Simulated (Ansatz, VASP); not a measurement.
# Te2As: VASP beside Ansatz

The input INCAR:

```
PREC = Accurate ; ENCUT = 600
EDIFF = 1E-6 ; ISMEAR = 0
SIGMA = 0.2 ; LREAL = False
LASPH = True ; NELM = 80
ALGO = Normal ; ISIF = 3
LWAVE = False ; LCHARG = False
GGA = PE ; IBRION = 2
NSW = 36 ; EDIFFG = -0.08
```

File KPOINTS:

```
regular mesh
0
Gamma
  5 5 4
```

POSCAR

```
Te2As
1.0
    3.9882994000     -2.2606439500      0.0000000000
    3.9882994000      2.2606439500      0.0000000000
   -0.5147379600      0.0000000000      5.0047079300
Te As
2 1
Direct
    0.6850128100      0.6850128100      0.9418905300
    0.3149871900      0.3149871900      0.0581094700
    0.0000000000      0.0000000000      0.0000000000
```

Input for Ansatz:

```yaml
crystal:
  lattice:
    - [3.9882994, -2.26064395, 0.0]
    - [3.9882994, 2.26064395, 0.0]
    - [-0.51473796, 0.0, 5.00470793]
  atoms:
    - { symbol: Te, position: [0.68501281, 0.68501281, 0.94189053] }
    - { symbol: Te, position: [0.31498719, 0.31498719, 0.05810947] }
    - { symbol: As, position: [0.0, 0.0, 0.0] }
basis:
  ecutwfc: 420
kpoints:
  mp_grid: { grid: [5, 5, 4] }
hamiltonian:
  xc: pbe
scf:
  occupations: { method: gaussian, width: 0.2 }
  lower_state_search: "off"
output:
  forces: true
  stress: true
  eigenvalues: true
relax:
  adjacent_minimum: "off"
  f_tol: 0.08
  max_steps: 16
  cell: { stress_tol: 0.8 }
```

Alike in both runs: task relaxation of cell and atoms; functional PBE; k mesh 5 × 5 × 4; occupations gaussian, width 0.2 eV; no spin polarisation.

|  | VASP | Ansatz |
| --- | --- | --- |
| version | VASP 6.6.1 | Ansatz 0.2.0 |
| potentials or method | VASP PAW PBE potentials, release 64 (Te, As), cutoff 600 eV | scalar-relativistic, plane waves, PAW |
| valence electrons in the cell | 17 | 47 |

```tsv
	VASP	Ansatz	Ansatz less VASP
gap on the k mesh at the Fermi level, each at its own relaxed structure (eV)	none	none	-
relaxed volume (Å³/atom)	28.48	28.53	+0.049
relaxed cell length with the largest relative difference (Å)	5.554	5.354	-0.2000
```

A gap of «none» marks a metal or a gap that the smearing closes. VASP's potentials hold 17 valence electrons a cell and Ansatz's 47, so a difference there can come from the potentials and not from the codes.

Neither program's run includes spin-orbit coupling.
